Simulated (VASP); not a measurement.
# Pt (R-3m) in VASP: notebook, part 2 of 3

VASP 6.6.1. The steps go on from the part before.

### Step 3. Single point, PBEsol (16.41 Å³/atom)

This run uses another cell than the first one, of 16.41 Å³/atom.

File INCAR:

```
PREC = Accurate ; ENCUT = 570
EDIFF = 1E-6 ; ISMEAR = 0
SIGMA = 0.15 ; LREAL = False
LASPH = True ; NELM = 120
ALGO = Normal ; ISIF = 2
LWAVE = False ; LCHARG = True
GGA = PS ; LELF = True
LVHAR = True ; NBANDS = 15
GGA_COMPAT = False
```

File KPOINTS:

```
Automatic mesh
0
Gamma
  22 22 22
```

File POSCAR:

```
Pt
1.0
   -2.4664269089      1.7048844910      1.7048844910
    1.7048844910     -2.4664269089      1.7048844910
    1.7048844910      1.7048844910     -2.4664269089
Pt
1
Direct
    0.0000000000      0.0000000000      0.0000000000
```

Potentials or basis: VASP PAW PBE potentials, release 64 (Pt_sv_GW).

Started as:

```sh
cat potpaw_PBE.64/Pt_sv_GW/POTCAR > POTCAR
mpirun -np 1 vasp_std > vasp.out
```

OUTCAR:

```text
PREC = Accurate
   ENCUT = 570
   EDIFF = 1E-6
   ISMEAR = 0
   LREAL = False
   LASPH = True
   NELM = 120
   ISIF = 2
   GGA = PS

 ion  position               nearest neighbor table
   1  0.000  0.000  0.000-

  LATTYP: Found a trigonal (rhomboedric) cell.
 ALAT       =     3.4491337974
 COS(alpha) =    -0.4625985594

  Lattice vectors:

 A1 = (  -2.4664269089,   1.7048844910,   1.7048844910)
 A2 = (   1.7048844910,  -2.4664269089,   1.7048844910)
 A3 = (   1.7048844910,   1.7048844910,  -2.4664269089)

Analysis of symmetry for initial positions (statically):
=====================================================================
 Subroutine PRICEL returns:
 Original cell was already a primitive cell.

 Routine SETGRP: Setting up the symmetry group for a
 trigonal (rhombohedral) supercell.

 Subroutine GETGRP returns: Found 12 space group operations
 (whereof 12 operations were pure point group operations)
 out of a pool of 12 trial point group operations.

The static configuration has the point symmetry D_3d.

Analysis of symmetry for dynamics (positions and initial velocities):
=====================================================================
 Subroutine PRICEL returns:
 Original cell was already a primitive cell.

 Routine SETGRP: Setting up the symmetry group for a
 trigonal (rhombohedral) supercell.

 Subroutine GETGRP returns: Found 12 space group operations
 (whereof 12 operations were pure point group operations)
 out of a pool of 12 trial point group operations.

The dynamic configuration has the point symmetry D_3d.

 Subroutine INISYM returns: Found 12 space group operations
 (whereof 12 operations are pure point group operations),
 and found     1 'primitive' translations

----------------------------------------------------------------------------------------

                                     Primitive cell

  volume of cell :      16.4140

  direct lattice vectors                    reciprocal lattice vectors
    -2.466426909  1.704884491  1.704884491     0.193531776  0.433264537  0.433264537
     1.704884491 -2.466426909  1.704884491     0.433264537  0.193531776  0.433264537
     1.704884491  1.704884491 -2.466426909     0.433264537  0.433264537  0.193531776

  length of vectors
     3.449133797  3.449133797  3.449133797     0.642565846  0.642565846  0.642565846

  position of ions in fractional coordinates (direct lattice)
     0.000000000  0.000000000  0.000000000

  ion indices of the primitive-cell ions
   primitive index   ion index
                 1           1

----------------------------------------------------------------------------------------

 KPOINTS: Automatic mesh

Automatic generation of k-mesh.
 Grid dimensions read from file:
 generate k-points for:   22   22   22

 Generating k-lattice:

  Cartesian coordinates                     Fractional coordinates (reciprocal lattice)
     0.008796899  0.019693843  0.019693843     0.045454545  0.000000000  0.000000000
     0.019693843  0.008796899  0.019693843     0.000000000  0.045454545  0.000000000
     0.019693843  0.019693843  0.008796899     0.000000000  0.000000000  0.045454545

  Length of vectors
     0.029207538  0.029207538  0.029207538

  Shift w.r.t. Gamma in fractional coordinates (k-lattice)
     0.000000000  0.000000000  0.000000000

 Subroutine IBZKPT returns following result:
 ===========================================

 Found   1024 irreducible k-points:

 Following reciprocal coordinates:
            Coordinates               Weight
  0.000000  0.000000  0.000000      1.000000
  0.045455 -0.000000  0.000000      6.000000
  0.090909 -0.000000  0.000000      6.000000
  0.136364 -0.000000 -0.000000      6.000000
  0.181818 -0.000000  0.000000      6.000000
  0.227273 -0.000000 -0.000000      6.000000
[... 16 lines left out ...]
  0.500000  0.045455  0.000000     12.000000
 -0.454545  0.045455  0.000000     12.000000
 [... further k-points ...]
   k-points           NKPTS =   1024   k-points in BZ     NKDIM =   1024   number of bands    NBANDS=     15
   number of dos      NEDOS =    301   number of ions     NIONS =      1
   total plane-waves  NPLWV =  21952
   dimension x,y,z NGX =    28 NGY =   28 NGZ =   28
   dimension x,y,z NGXF=    56 NGYF=   56 NGZF=   56
   ions per type =               1
   NGX,Y,Z   is equivalent  to a cutoff of  13.50, 13.50, 13.50 a.u.
   NGXF,Y,Z  is equivalent  to a cutoff of  26.99, 26.99, 26.99 a.u.
 SYSTEM =  unknown system
   PREC   = accura    normal or accurate (medium, high low for compatibility)
   ISTART =      0    job   : 0-new  1-cont  2-samecut
   ICHARG =      2    charge: 1-file 2-atom 10-const
   ISPIN  =      1    spin polarized calculation?
   LNONCOLLINEAR =      F non collinear calculations
   LSORBIT =      F    spin-orbit coupling
   LASPH  =      T    aspherical Exc in radial PAW
   ENCUT  =  570.0 eV  41.89 Ry    6.47 a.u.   6.71  6.71  6.71*2*pi/ulx,y,z
   NELM   =    120;   NELMIN=  2; NELMDL= -5     # of ELM steps
   EDIFF  = 0.1E-05   stopping-criterion for ELM
   LREAL  =      F    real-space projection
   EDIFFG = 0.1E-04   stopping-criterion for IOM
   NSW    =      0    number of steps for IOM
   IBRION =     -1    ionic relax: 0-MD 1-quasi-New 2-CG
   NFREE  =      0    steps in history (QN), initial steepest desc. (CG)
   ISIF   =      2    stress and relaxation
   ISYM   =      2    0-nonsym 1-usesym 2-fastsym
   POTIM  = 0.5000    time-step for ionic-motion
   TEBEG  =    0.0;   TEEND  =   0.0 temperature during run
   PSTRESS=    0.0 pullay stress
   NELECT =      18.0000    total number of electrons
   NUPDOWN=      -1.0000    fix difference up-down
   EMIN   =  10.00;   EMAX   =-10.00  energy-range for DOS
   EFERMI =   0.00;   METHOD = LEGACY
   ISMEAR =     0;   SIGMA  =   0.15  broadening in eV -4-tet -1-fermi 0-gaus
   EFERMI_NEDOS =   21; number of points for ismear=-14 and -15
   IALGO  =     38    algorithm
   IMIX   =      4    mixing-type and parameters
     AMIX     =   0.40;   BMIX     =  1.00
     AMIX_MAG =   1.60;   BMIX_MAG =  1.00
  volume/ion in A,a.u.               =      16.41       110.77
  Fermi-wavevector in a.u.,A,eV,Ry     =   1.688214  3.190262 38.777514  2.850067
  Thomas-Fermi vector in A             =   2.770561
   LORBIT       =      0    0 simple, 1 ext, 2 COOP (PROOUT), +10 PAW based schemes
   GGA     = PS    functional components
   LHFCALC =     F    Hartree Fock is set to
   AEXX    =    0.0000 exact exchange contribution
   IVDW    =     0    specifies the selected vdW correction
   LEPSILON=     F    determine dielectric tensor
   LRPA    =     F    only Hartree local field effects (RPA)
 non-spin polarized calculation
 Gauss-broadening in eV      SIGMA  =   0.15
  energy-cutoff  :      570.00
  volume of cell :       16.41
 maximum number of plane-waves:       526
   NGX = 13   NGY = 13   NGZ = 13

 number of electron      17.9999999 magnetization

 Free energy of the ion-electron system (eV)
  ---------------------------------------------------
  ext. energy  EPLUGINS =         0.00000000
  ---------------------------------------------------
  free energy    TOTEN  =        14.44328676 eV

  energy without entropy =       14.44611010  energy(sigma->0) =       14.44469843

 E-fermi :  11.1182     XC(G=0): -12.9879

 val. band max:       11.0953545311   @ k =   0.3636   0.3182   0.2727
 cond. band min:      11.1318368891   @ k =   0.4091   0.1818  -0.0000
 fundamental gap:      0.0364823580
 Fermi energy:        11.1182213391

 k-point     1 :       0.0000    0.0000    0.0000
  band No.  band energies     occupation
      1     -94.6202      2.00000
      2     -46.9666      2.00000
      3     -46.9666      2.00000
      4     -38.9110      2.00000
      5      -7.2784      2.00000
      6       0.5867      2.00000
      7       2.0285      2.00000
      8       2.0285      2.00000
      9      17.2815      0.00000
     10      17.2815      0.00000
     11      19.2888      0.00000
     12      20.5938      0.00000
     13      20.5938      0.00000
     14      27.1673      0.00000
[... 401 lines left out ...]
      2     -57.3271      2.00000
      3     -43.8886      2.00000
      4     -43.8822      2.00000
      5      -5.0958      2.00000
      6      -4.9693      2.00000
      7       7.6735      2.00000
      8       8.0578      2.00000
      9       9.8082      2.00000
     10      18.6803      0.00000
     11      23.6612      0.00000
     12      24.4929      0.00000
     13      29.2698      0.00000
     14      30.7635      0.00000
     15      31.2643      0.00000

 [... further k-points ...]

------------------------ aborting loop because EDIFF is reached ----------------------------------------

  FORCE on cell =-STRESS in cart. coord.  units (eV):
  Direction    XX          YY          ZZ          XY          YZ          ZX
  --------------------------------------------------------------------------------------
  -------------------------------------------------------------------------------------
  Total       54.2843014     54.2843014     54.2843014     53.6763987     53.6763987     53.6763987
  in kB     5298.7131156   5298.7131156   5298.7131156   5239.3754799   5239.3754799   5239.3754799
  external PRESSURE =    5298.7131156 kB  Pullay stress =       0.0000000 kB

 VOLUME and BASIS-vectors are now :
 -----------------------------------------------------------------------------
  energy-cutoff  :      570.00
  volume of cell :       16.41
      direct lattice vectors                 reciprocal lattice vectors
    -2.466426909  1.704884491  1.704884491     0.193531776  0.433264537  0.433264537
     1.704884491 -2.466426909  1.704884491     0.433264537  0.193531776  0.433264537
     1.704884491  1.704884491 -2.466426909     0.433264537  0.433264537  0.193531776

 POSITION                                       TOTAL-FORCE (eV/Angst)
 -----------------------------------------------------------------------------------
      0.00000      0.00000      0.00000        -0.000000     -0.000000     -0.000000
 -----------------------------------------------------------------------------------
    total drift:                               -0.000000      0.000000      0.000000

  FREE ENERGIE OF THE ION-ELECTRON SYSTEM (eV)
  ---------------------------------------------------
  free  energy   TOTEN  =        14.4432867570 eV

  energy  without entropy=       14.4461100998  energy(sigma->0) =       14.44469843
```

Run time: 5.3 min. Hardware: 1 thread of AMD EPYC 7R13 (Zen 3), shared host; peak memory 0.38 GiB.

Results:

| Property | Result |
| --- | --- |
| Free energy | 14.4433 eV |
| Pressure | 529.9 GPa |
| Band gap on the k mesh | zero (bands 9 and 10 overlap by 10.86 eV) |

Stress tensor (GPa, compression positive):
```
529.87 523.94 523.94
523.94 529.87 523.94
523.94 523.94 529.87
```

Caveat: atoms lie so close that the PAW spheres overlap strongly, which falsifies energies and pressures; the cell stands under pressure; the PAW data sets were made with another functional, which shifts forces and pressure a little; spin-orbit coupling is left out, which moves the levels of the heavy elements.

### Step 4. Single point, PBEsol (15.20 Å³/atom)

File INCAR:

```
ALGO = Normal
EDIFF = 1E-6
ENCUT = 570
GGA = PS
GGA_COMPAT = False
ISIF = 2
ISMEAR = 0
LASPH = True
LCHARG = False
LREAL = False
LWAVE = False
NBANDS = 15
NELM = 120
PREC = Accurate
SIGMA = 0.15
```

File KPOINTS:

```
k-points
0
Gamma
  22 22 22
```

File POSCAR:

```
Pt
1.0
   -1.9755154200      1.5866461187      1.5866461187
    1.5866461187     -1.9755154200      1.5866461187
    1.5866461187      1.5866461187     -1.9755154200
Pt
1
Direct
    0.0000000000      0.0000000000      0.0000000000
```

Potentials or basis: VASP PAW PBE potentials, release 64 (Pt_sv_GW).

Started as:

```sh
cat potpaw_PBE.64/Pt_sv_GW/POTCAR > POTCAR
mpirun -np 1 vasp_std > vasp.out
```

OUTCAR:

```text
EDIFF = 1E-6
   ENCUT = 570
   GGA = PS
   ISIF = 2
   ISMEAR = 0
   LASPH = True
   LREAL = False
   NELM = 120
   PREC = Accurate

 ion  position               nearest neighbor table
   1  0.000  0.000  0.000-

  LATTYP: Found a trigonal (rhomboedric) cell.
 ALAT       =     2.9895740477
 COS(alpha) =    -0.4197392560

  Lattice vectors:

 A1 = (  -1.9755154200,   1.5866461187,   1.5866461187)
 A2 = (   1.5866461187,  -1.9755154200,   1.5866461187)
 A3 = (   1.5866461187,   1.5866461187,  -1.9755154200)

Analysis of symmetry for initial positions (statically):
=====================================================================
 Subroutine PRICEL returns:
 Original cell was already a primitive cell.

 Routine SETGRP: Setting up the symmetry group for a
 trigonal (rhombohedral) supercell.

 Subroutine GETGRP returns: Found 12 space group operations
 (whereof 12 operations were pure point group operations)
 out of a pool of 12 trial point group operations.

The static configuration has the point symmetry D_3d.

Analysis of symmetry for dynamics (positions and initial velocities):
=====================================================================
 Subroutine PRICEL returns:
 Original cell was already a primitive cell.

 Routine SETGRP: Setting up the symmetry group for a
 trigonal (rhombohedral) supercell.

 Subroutine GETGRP returns: Found 12 space group operations
 (whereof 12 operations were pure point group operations)
 out of a pool of 12 trial point group operations.

The dynamic configuration has the point symmetry D_3d.

 Subroutine INISYM returns: Found 12 space group operations
 (whereof 12 operations are pure point group operations),
 and found     1 'primitive' translations

----------------------------------------------------------------------------------------

                                     Primitive cell

  volume of cell :      15.1986

[... 112 lines left out ...]
   LHFCALC =     F    Hartree Fock is set to
   AEXX    =    0.0000 exact exchange contribution
   IVDW    =     0    specifies the selected vdW correction
   LEPSILON=     F    determine dielectric tensor
   LRPA    =     F    only Hartree local field effects (RPA)
 non-spin polarized calculation
 Gauss-broadening in eV      SIGMA  =   0.15
  energy-cutoff  :      570.00
  volume of cell :       15.20
 maximum number of plane-waves:       481
   NGX = 11   NGY = 11   NGZ = 11

 number of electron      18.0000000 magnetization

 Free energy of the ion-electron system (eV)
  ---------------------------------------------------
  ext. energy  EPLUGINS =         0.00000000
  ---------------------------------------------------
  free energy    TOTEN  =        -3.94791150 eV

  energy without entropy =       -3.93949728  energy(sigma->0) =       -3.94370439

 E-fermi :  11.0928     XC(G=0): -14.0259

 val. band max:       11.0901312186   @ k =  -0.1818   0.1364   0.1364
 cond. band min:      11.0931838364   @ k =  -0.1818   0.1818   0.0909
 fundamental gap:      0.0030526178
 Fermi energy:        11.0927885456

 k-point     1 :       0.0000    0.0000    0.0000
  band No.  band energies     occupation
      1     -88.6811      2.00000
      2     -42.4231      2.00000
      3     -42.4231      2.00000
      4     -41.5253      2.00000
      5      -0.2683      2.00000
      6       1.6555      2.00000
      7       6.3415      2.00000
      8       6.3415      2.00000
      9      11.8896      0.00000
     10      11.8896      0.00000
     11      23.2798      0.00000
     12      26.4074      0.00000
     13      26.4074      0.00000
     14      35.6988      0.00000
[... 401 lines left out ...]
      2     -45.1137      2.00000
      3     -42.0840      2.00000
      4     -42.0159      2.00000
      5       2.6218      2.00000
      6       3.9410      2.00000
      7       8.0567      2.00000
      8       8.4543      2.00000
      9      10.6300      1.99999
     10      12.9739      0.00000
     11      23.2002      0.00000
     12      23.4092      0.00000
     13      27.1247      0.00000
     14      32.8618      0.00000
     15      33.6055      0.00000

 [... further k-points ...]

------------------------ aborting loop because EDIFF is reached ----------------------------------------

  FORCE on cell =-STRESS in cart. coord.  units (eV):
  Direction    XX          YY          ZZ          XY          YZ          ZX
  --------------------------------------------------------------------------------------
  -------------------------------------------------------------------------------------
  Total        9.0268943      9.0268943      9.0268943      9.7113044      9.7113044      9.7113044
  in kB      951.5811131    951.5811131    951.5811131   1023.7290426   1023.7290426   1023.7290426
  external PRESSURE =     951.5811131 kB  Pullay stress =       0.0000000 kB

 VOLUME and BASIS-vectors are now :
 -----------------------------------------------------------------------------
  energy-cutoff  :      570.00
  volume of cell :       15.20
      direct lattice vectors                 reciprocal lattice vectors
    -1.975515420  1.586646119  1.586646119     0.091141075  0.371869500  0.371869500
     1.586646119 -1.975515420  1.586646119     0.371869500  0.091141075  0.371869500
     1.586646119  1.586646119 -1.975515420     0.371869500  0.371869500  0.091141075

 POSITION                                       TOTAL-FORCE (eV/Angst)
 -----------------------------------------------------------------------------------
      0.00000      0.00000      0.00000         0.000000      0.000000      0.000000
 -----------------------------------------------------------------------------------
    total drift:                               -0.000000      0.000000      0.000000

  FREE ENERGIE OF THE ION-ELECTRON SYSTEM (eV)
  ---------------------------------------------------
  free  energy   TOTEN  =        -3.9479114967 eV

  energy  without entropy=       -3.9394972762  energy(sigma->0) =       -3.94370439
```

OSZICAR:

```text
N       E                     dE             d eps       ncg     rms          rms(c)
DAV:   1     0.160765594137E+03    0.16077E+03   -0.13348E+04 31695   0.138E+03
DAV:   2    -0.185546133965E+01   -0.16262E+03   -0.15595E+03 37664   0.467E+02
DAV:   3    -0.487508169100E+01   -0.30196E+01   -0.30086E+01 35333   0.608E+01
DAV:   4    -0.488175659652E+01   -0.66749E-02   -0.66746E-02 38252   0.340E+00
DAV:   5    -0.488177907663E+01   -0.22480E-04   -0.22479E-04 35284   0.176E-01    0.914E+01
DAV:   6    -0.399907057974E+01    0.88271E+00   -0.13530E+00 36957   0.120E+01    0.509E+01
DAV:   7    -0.396595498334E+01    0.33116E-01   -0.33743E-01 38455   0.551E+00    0.964E+00
DAV:   8    -0.394830117081E+01    0.17654E-01   -0.65923E-02 34430   0.323E+00    0.133E+00
DAV:   9    -0.394801782833E+01    0.28334E-03   -0.15136E-03 34703   0.515E-01    0.417E-01
DAV:  10    -0.394791358319E+01    0.10425E-03   -0.12225E-04 39029   0.155E-01    0.103E-01
DAV:  11    -0.394791164813E+01    0.19351E-05   -0.68913E-06 35242   0.280E-02    0.168E-02
DAV:  12    -0.394791149675E+01    0.15138E-06   -0.69510E-07 17936   0.903E-03
   1 F= -.39479115E+01 E0= -.39437044E+01  d E =-.841422E-02
```

stdout:

```text
POSCAR found type information on POSCAR Pt
 POSCAR found :  1 types and       1 ions
 scaLAPACK will be used
 -----------------------------------------------------------------------------
|                                                                             |
|                                                                             |
|     You enforced a specific xc type in the INCAR file but a different       |
|     I HOPE YOU KNOW WHAT YOU ARE DOING!                                     |
|                                                                             |
 -----------------------------------------------------------------------------

 LDA part: xc-table for (Slater+PW92), standard interpolation
 POSCAR, INCAR and KPOINTS ok, starting setup
 FFT: planning ... GRIDC
 FFT: planning ... GRID_SOFT
 FFT: planning ... GRID
 WAVECAR not read
 entering main loop
```

It took 71 s on 1 thread of Intel Xeon 6975P-C (Granite Rapids), shared host; peak memory 0.38 GiB.

What came out:

```
Free energy            : -3.9479 eV
Pressure               : 95.2 GPa
Band gap on the k mesh : zero (bands 9 and 10 overlap by 5.56 eV)
```

Levels at points of the mesh, in eV from the Fermi level:
```tsv
k point	band 6	band 7	band 8	band 9	band 10	band 11	band 12	band 13
(0.00, 0.00, 0.00)	-9.44	-4.75	-4.75	0.80	0.80	12.19	15.31	15.31
(0.50, 0.00, 0.00)	-7.56	-2.74	-2.26	0.15	2.46	11.91	13.07	15.91
(0.50, 0.50, 0.00)	-7.43	-2.19	-1.81	0.87	1.21	1.77	9.18	19.42
(0.50, 0.50, 0.50)	-8.91	-1.53	-1.53	2.10	8.00	8.00	9.63	17.80
```

Caveat: the cell stands under pressure; the PAW data sets were made with another functional, which shifts forces and pressure a little; spin-orbit coupling is left out, which moves the levels of the heavy elements.

(Part 2 of 3 ends here.)

The gap in the log of VASP goes by the Fermi energy; the results here count the filled bands.